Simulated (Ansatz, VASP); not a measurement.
**Mo in VASP and in Ansatz**

```
Mo
1.0
    -1.58030    1.58030    1.58030
     1.58030   -1.58030    1.58030
     1.58030    1.58030   -1.58030
Mo
1
Direct
  0.00000 0.00000 0.00000
```

Alike in both runs: functional PBE; k mesh 18 × 18 × 18; occupations gaussian, width 0.1 eV; no spin polarisation.

Ansatz relaxed the structure, and its values are those at the end. VASP's run is a single point on that final structure, the one shown.

|  | VASP | Ansatz |
| --- | --- | --- |
| version | VASP 6.6.1 | Ansatz 0.2.0 |
| potentials or method | VASP PAW PBE potentials, release 64 (Mo_sv), cutoff 520 eV | scalar-relativistic, plane waves, PAW |
| valence electrons in the cell | 14 | 14 |

```csv
,VASP,Ansatz,Ansatz less VASP
gap on the k mesh at the Fermi level (eV),none,none,-
pressure (GPa),0.5,0.0,-0.50
```

A gap of «none» marks a metal or a gap that the smearing closes.
